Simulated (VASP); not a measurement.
# Sc12F (a cell with a defect) in VASP: further runs, part 2 of 2

VASP 6.6.1.

## (4) Single point, PBE

Contents of INCAR:

```
PREC     = Accurate       # precision mode
ENCUT    = 520            # plane-wave cutoff, eV
EDIFF    = 1E-6           # SCF threshold, eV
ISMEAR   = 0              # smearing method
SIGMA    = 0.05           # smearing width, eV
LREAL    = False          # projectors in reciprocal space
LASPH    = True           # aspherical terms in the spheres
NELM     = 80             # most SCF steps
ALGO     = Normal         # electronic algorithm
ISIF     = 2              # what is computed and relaxed
LWAVE    = False          # write WAVECAR
LCHARG   = False          # write CHGCAR
GGA      = PE             # functional
NBANDS   = 82             # bands
```

Contents of KPOINTS:

```
Automatic mesh
0
Gamma
  3 2 3
```

Contents of POSCAR:

```
Sc12F
1.0
    6.6200000000      0.0000000000      0.0000000000
   -4.9650000000      8.5996320000      0.0000000000
    0.0000000000      0.0000000000      5.2761400000
Sc F
12 1
Direct
   -0.0054932839     -0.0003247813     -0.0045866865
    0.1629794331      0.2240370286      0.5022338300
    0.0005192266      0.3349799154      0.0005621534
    0.1654414317      0.5556451718      0.5016684546
   -0.0014474449      0.6665387542      0.0000039802
    0.1639917476      0.8860824510      0.5036418670
    0.5036540166     -0.0002268702     -0.0041585326
    0.6719848773      0.2239957477      0.5026856755
    0.5025628325      0.3375599095     -0.0056514801
    0.6680196242      0.5571893076      0.4980987995
    0.5008777690      0.6679397444     -0.0035072989
    0.6658778937      0.8886941906      0.4974070059
    0.3331634562      0.1119879316      0.2487913513
```

Potentials or basis: VASP PAW PBE potentials, release 64 (Sc_sv, F).

The run is started by

```bash
cat potpaw_PBE.64/Sc_sv/POTCAR potpaw_PBE.64/F/POTCAR > POTCAR
mpirun -np 1 vasp_std > vasp.out
```

OUTCAR:

```text
PREC = Accurate
   ENCUT = 520
   EDIFF = 1E-6
   ISMEAR = 0
   LREAL = False
   LASPH = True
   NELM = 80
   ISIF = 2
   GGA = PE

 ion  position               nearest neighbor table
   1  0.995  1.000  0.995-  13 2.36  12 3.23   2 3.24   6 3.24   7 3.25  12 3.25  11 3.28   2 3.30
                             3 3.31   6 3.31   5 3.32   9 3.36   7 3.37
   2  0.163  0.224  0.502-  13 2.36   3 3.24   1 3.24   9 3.25   3 3.25   8 3.25   4 3.28   1 3.30
                            12 3.31   9 3.31  10 3.33   6 3.36   8 3.37
   3  0.001  0.335  0.001-   8 3.23   2 3.24   4 3.24   2 3.25   8 3.25   4 3.25   5 3.30   7 3.31
                            11 3.31   9 3.31   1 3.31   9 3.31
   4  0.165  0.556  0.502-  11 3.24   3 3.24   5 3.25   3 3.25   5 3.26   8 3.28   2 3.28   6 3.29
                            11 3.29  10 3.30  12 3.31  10 3.32
   5  0.999  0.667  0.000-   6 3.23  10 3.24   4 3.25  10 3.26   6 3.26   4 3.26   9 3.28   3 3.30
                            11 3.30  11 3.32   1 3.32   7 3.33
   6  0.164  0.886  0.504-  13 2.36   5 3.23   1 3.24   7 3.25   5 3.26  10 3.27   4 3.29  12 3.31
                            12 3.31   7 3.31   1 3.31   8 3.36   2 3.36
   7  0.504  1.000  0.996-  13 2.36  12 3.24   8 3.24   6 3.25  12 3.25   1 3.25  11 3.29   8 3.30
                             3 3.31   6 3.31   5 3.33   9 3.36   1 3.37
   8  0.672  0.224  0.503-  13 2.36   3 3.23   7 3.24   9 3.24   2 3.25   3 3.25   4 3.28   7 3.30
                            12 3.31   9 3.31  10 3.32   6 3.36   2 3.37
   9  0.503  0.338  0.994-  13 2.36  10 3.23   8 3.24   2 3.25  10 3.26   5 3.28  11 3.29   3 3.31
                             3 3.31   2 3.31   8 3.31   7 3.36   1 3.36
  10  0.668  0.557  0.498-   9 3.23   5 3.24  11 3.25   5 3.26   9 3.26  11 3.26   6 3.27  12 3.30
                             4 3.30   4 3.32   8 3.32   2 3.33
  11  0.501  0.668  0.996-   4 3.24  12 3.25  10 3.25  12 3.25  10 3.26   1 3.28   7 3.29   9 3.29
                             4 3.29   5 3.30   3 3.31   5 3.32
  12  0.666  0.889  0.497-   1 3.23   7 3.24  11 3.25   7 3.25   1 3.25  11 3.25  10 3.30   8 3.31
                             6 3.31   4 3.31   2 3.31   6 3.31
  13  0.333  0.112  0.249-   2 2.36   7 2.36   1 2.36   9 2.36   8 2.36   6 2.36

  LATTYP: Found a simple monoclinic cell.
 ALAT       =     6.6200000000
 B/A-ratio  =     0.7970000000
 C/A-ratio  =     1.3228756170
 COS(beta)  =    -0.1889822420

  Lattice vectors:

 A1 = (   6.6200000000,   0.0000000000,   0.0000000000)
 A2 = (   0.0000000000,   0.0000000000,   5.2761400000)
 A3 = (  -1.6550000000,  -8.5996320000,   0.0000000000)

Analysis of symmetry for initial positions (statically):
=====================================================================
 Subroutine PRICEL returns:
 Original cell was already a primitive cell.

 Routine SETGRP: Setting up the symmetry group for a
 simple monoclinic supercell.

 Subroutine GETGRP returns: Found  1 space group operations
 (whereof  1 operations were pure point group operations)
 out of a pool of  4 trial point group operations.

The static configuration has the point symmetry C_1 .

Analysis of symmetry for dynamics (positions and initial velocities):
=====================================================================
 Subroutine PRICEL returns:
 Original cell was already a primitive cell.

 Routine SETGRP: Setting up the symmetry group for a
 simple monoclinic supercell.

 Subroutine GETGRP returns: Found  1 space group operations
 (whereof  1 operations were pure point group operations)
 out of a pool of  4 trial point group operations.
[... 117 lines left out ...]
 SYSTEM =  unknown system
   PREC   = accura    normal or accurate (medium, high low for compatibility)
   ISTART =      0    job   : 0-new  1-cont  2-samecut
   ICHARG =      2    charge: 1-file 2-atom 10-const
   ISPIN  =      1    spin polarized calculation?
   LNONCOLLINEAR =      F non collinear calculations
   LSORBIT =      F    spin-orbit coupling
   LASPH  =      T    aspherical Exc in radial PAW
   ENCUT  =  520.0 eV  38.22 Ry    6.18 a.u.  12.31 18.46  9.81*2*pi/ulx,y,z
   NELM   =     80;   NELMIN=  2; NELMDL= -5     # of ELM steps
   EDIFF  = 0.1E-05   stopping-criterion for ELM
   LREAL  =      F    real-space projection
   EDIFFG = 0.1E-04   stopping-criterion for IOM
   NSW    =      0    number of steps for IOM
   IBRION =     -1    ionic relax: 0-MD 1-quasi-New 2-CG
   NFREE  =      0    steps in history (QN), initial steepest desc. (CG)
   ISIF   =      2    stress and relaxation
   ISYM   =      2    0-nonsym 1-usesym 2-fastsym
   POTIM  = 0.5000    time-step for ionic-motion
   TEBEG  =    0.0;   TEEND  =   0.0 temperature during run
   PSTRESS=    0.0 pullay stress
   NELECT =     139.0000    total number of electrons
   NUPDOWN=      -1.0000    fix difference up-down
   EMIN   =  10.00;   EMAX   =-10.00  energy-range for DOS
   EFERMI =   0.00;   METHOD = LEGACY
   ISMEAR =     0;   SIGMA  =   0.05  broadening in eV -4-tet -1-fermi 0-gaus
   EFERMI_NEDOS =   21; number of points for ismear=-14 and -15
   IALGO  =     38    algorithm
   IMIX   =      4    mixing-type and parameters
     AMIX     =   0.40;   BMIX     =  1.00
     AMIX_MAG =   1.60;   BMIX_MAG =  1.00
  volume/ion in A,a.u.               =      23.11       155.92
  Fermi-wavevector in a.u.,A,eV,Ry     =   1.266276  2.392915 21.816328  1.603455
  Thomas-Fermi vector in A             =   2.399485
   LORBIT       =      0    0 simple, 1 ext, 2 COOP (PROOUT), +10 PAW based schemes
   GGA     = PE    functional components
   LHFCALC =     F    Hartree Fock is set to
   AEXX    =    0.0000 exact exchange contribution
   IVDW    =     0    specifies the selected vdW correction
   LEPSILON=     F    determine dielectric tensor
   LRPA    =     F    only Hartree local field effects (RPA)
 non-spin polarized calculation
 Gauss-broadening in eV      SIGMA  =   0.05
  energy-cutoff  :      520.00
  volume of cell :      300.37
 maximum number of plane-waves:      8103
 NGX is ok and might be reduce to    50
   NGX = 25   NGY = 37   NGZ = 19

 number of electron     139.0000011 magnetization

 Free energy of the ion-electron system (eV)
  ---------------------------------------------------
  ext. energy  EPLUGINS =         0.00000000
  ---------------------------------------------------
  free energy    TOTEN  =       -81.40906862 eV

  energy without entropy =      -81.37869688  energy(sigma->0) =      -81.39388275

 E-fermi :   3.7979     XC(G=0):  -9.9466

 val. band max:        3.7966562231   @ k =   0.3333   0.5000   0.3333
 cond. band min:       3.8035590744   @ k =   0.0000   0.5000   0.3333
 fundamental gap:      0.0069028513
 Fermi energy:         3.7978537775

 k-point     1 :       0.0000    0.0000    0.0000
  band No.  band energies     occupation
      1     -45.6900      2.00000
      2     -45.6660      2.00000
      3     -45.6543      2.00000
      4     -45.6467      2.00000
      5     -45.6409      2.00000
      6     -45.6297      2.00000
[... 829 lines left out ...]
     80       4.8436      0.00000
     81       4.8950      0.00000
 [bands above 81 left out]

------------------------ aborting loop because EDIFF is reached ----------------------------------------

  FORCE on cell =-STRESS in cart. coord.  units (eV):
  Direction    XX          YY          ZZ          XY          YZ          ZX
  --------------------------------------------------------------------------------------
  -------------------------------------------------------------------------------------
  Total        0.1395372      0.2007960     -2.0274862     -0.0252859     -0.1929748     -0.0518276
  in kB        0.7442970      1.0710544    -10.8146962     -0.1348758     -1.0293358     -0.2764507
  external PRESSURE =      -2.9997816 kB  Pullay stress =       0.0000000 kB

 VOLUME and BASIS-vectors are now :
 -----------------------------------------------------------------------------
  energy-cutoff  :      520.00
  volume of cell :      300.37
      direct lattice vectors                 reciprocal lattice vectors
     6.620000000  0.000000000  0.000000000     0.151057402  0.087213034  0.000000000
    -4.965000000  8.599632000  0.000000000     0.000000000  0.116284046  0.000000000
     0.000000000  0.000000000  5.276140000     0.000000000  0.000000000  0.189532499

 POSITION                                       TOTAL-FORCE (eV/Angst)
 -----------------------------------------------------------------------------------
      1.62025      8.59684      5.25194        -0.013217     -0.006365     -0.009759
     -0.03342      1.92664      2.64986        -0.008719      0.004994      0.000905
     -1.65974      2.88070      0.00297         0.004143     -0.000663      0.003418
     -1.66356      4.77834      2.64687         0.001802      0.000598     -0.000835
      3.30105      5.73199      0.00002        -0.002922     -0.001838      0.006049
     -3.31377      7.61998      2.65729         0.001598     -0.021641      0.009499
     -1.62968      8.59768      5.25420         0.006995     -0.008569     -0.001025
      3.33640      1.92628      2.65224         0.012366      0.005829      0.006304
      1.65098      2.90289      5.24632        -0.004337      0.026199     -0.009634
      1.65584      4.79162      2.62804         0.000985      0.001989     -0.006109
     -0.00051      5.74404      5.25763         0.000153      0.002106     -0.000700
     -0.00426      7.64244      2.62439        -0.002766      0.001289     -0.001590
      1.64952      0.96306      1.31266         0.003919     -0.003928      0.003478
 -----------------------------------------------------------------------------------
    total drift:                                0.000750      0.000888     -0.000112

  FREE ENERGIE OF THE ION-ELECTRON SYSTEM (eV)
  ---------------------------------------------------
  free  energy   TOTEN  =       -81.4090686228 eV

  energy  without entropy=      -81.3786968848  energy(sigma->0) =      -81.39388275
```

Wall time 13 min (1 thread of Oxide Virtual Turin-like, shared host); peak memory 0.45 GiB.

What came out:

- Free energy: -81.4091 eV
- Pressure: -0.3 GPa
- Largest force: 0.028 eV/Å
- Band gap on the k mesh: zero (an odd number of electrons rules out a gap without spin polarisation)

Forces in eV/Å, atoms in the order of the input:
```
Sc  -0.013 -0.006 -0.010
Sc  -0.009  0.005  0.001
Sc   0.004 -0.001  0.003
Sc   0.002  0.001 -0.001
Sc  -0.003 -0.002  0.006
Sc   0.002 -0.022  0.009
Sc   0.007 -0.009 -0.001
Sc   0.012  0.006  0.006
Sc  -0.004  0.026 -0.010
Sc   0.001  0.002 -0.006
Sc   0.000  0.002 -0.001
Sc  -0.003  0.001 -0.002
F    0.004 -0.004  0.003
```

Levels at points of the mesh, in eV from the Fermi level:
| k point | band 67 | band 68 | band 69 | band 70 | band 71 | band 72 |
| --- | --- | --- | --- | --- | --- | --- |
| (0.00, 0.00, 0.00) | -0.45 | -0.44 | -0.36 | -0.30 | -0.23 | 0.00 |
| (0.00, 0.50, 0.00) | -0.45 | -0.37 | -0.33 | -0.31 | -0.23 | -0.08 |

Caveat: the k points lie up to 0.40 Å⁻¹ apart, too coarse for converged energies and pressures of a metal.

## (5) Summary

```csv
task,cell,gap on the mesh (eV),pressure (GPa),largest force (eV/Å)
relaxation of the atoms,"atoms relaxed, atomic positions A",none,-0.3,0.03
relaxation of the atoms,"atoms relaxed, atomic positions B",none,-0.3,0.02
single point,"as given, atomic positions C",none,-0.3,0.03
```

Alike in all rows: level PBE; potentials or basis VASP PAW PBE potentials, release 64 (Sc_sv, F); no spin polarisation; k mesh 3 × 2 × 3; cutoff (eV) 520; smearing gaussian 0.05 eV.

Caveats: all runs use coarse meshes.

Total energies depend on the potentials used, so only differences within one code and one set of settings carry meaning.
